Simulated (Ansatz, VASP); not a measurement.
## One calculation of TeMo5, two programs

File INCAR:

```
  PREC = Accurate
  ENCUT = 600
  EDIFF = 1E-6
  ISMEAR = 0
  SIGMA = 0.1
  LREAL = False
  LASPH = True
  NELM = 100
  ALGO = Fast
  ISIF = 3
  LWAVE = False
  LCHARG = False
  GGA = PE
  IBRION = 2
  NSW = 90
  EDIFFG = -0.04
```

KPOINTS

```
Automatic mesh
0
Gamma
  4 4 4
```

The input POSCAR:

```
TeMo5
1.0
    0.0000000000      3.9253608700      3.9253608700
    3.9253608700      0.0000000000      3.9253608700
    3.9253608700      3.9253608700      0.0000000000
Te Mo
1 5
Direct
    0.0000000000      0.0000000000      0.0000000000
    0.3750000000      0.3750000000      0.8750000000
    0.3750000000      0.8750000000      0.3750000000
    0.8750000000      0.3750000000      0.3750000000
    0.3750000000      0.3750000000      0.3750000000
    0.7500000000      0.7500000000      0.7500000000
```

Input for Ansatz:

```yaml
crystal:
  lattice:
    - [0.0, 3.92536087, 3.92536087]
    - [3.92536087, 0.0, 3.92536087]
    - [3.92536087, 3.92536087, 0.0]
  atoms:
    - { symbol: Te, position: [0.0, 0.0, 0.0] }
    - { symbol: Mo, position: [0.375, 0.375, 0.875] }
    - { symbol: Mo, position: [0.375, 0.875, 0.375] }
    - { symbol: Mo, position: [0.875, 0.375, 0.375] }
    - { symbol: Mo, position: [0.375, 0.375, 0.375] }
    - { symbol: Mo, position: [0.75, 0.75, 0.75] }
basis:
  ecutwfc: 420
kpoints:
  mp_grid: { grid: [4, 4, 4] }
hamiltonian:
  xc: pbe
scf:
  occupations: { method: gaussian, width: 0.1 }
  lower_state_search: "off"
output:
  forces: true
  stress: true
  eigenvalues: true
relax:
  adjacent_minimum: "off"
  f_tol: 0.04
  max_steps: 70
  cell: { stress_tol: 0.4 }
```

Change from the starting cell: species swapped into the ErCu5 type (F-43m, No. 216).

Alike in both runs: task relaxation of cell and atoms; functional PBE; k mesh 4 × 4 × 4; occupations gaussian, width 0.1 eV; no spin polarisation.

|  | VASP | Ansatz |
| --- | --- | --- |
| version | VASP 6.6.1 | Ansatz 0.2.0 |
| potentials or method | VASP PAW PBE potentials, release 64 (Te, Mo_sv), cutoff 600 eV | scalar-relativistic, plane waves, PAW |
| valence electrons in the cell | 76 | 86 |

VASP gave:

- gap on the k mesh at the Fermi level, each at its own relaxed structure (eV): none
- relaxed volume (Å³/atom): 17.20
- relaxed cell length with the largest relative difference (Å): 5.265

Q: Which values does Ansatz return?

A: gap on the k mesh at the Fermi level, each at its own relaxed structure (eV): none; relaxed volume (Å³/atom): 17.17; relaxed cell length with the largest relative difference (Å): 5.262.

A gap of «none» marks a metal or a gap that the smearing closes. VASP's potentials hold 76 valence electrons a cell and Ansatz's 86, so a difference there can come from the potentials and not from the codes.

Neither program's run includes spin-orbit coupling.
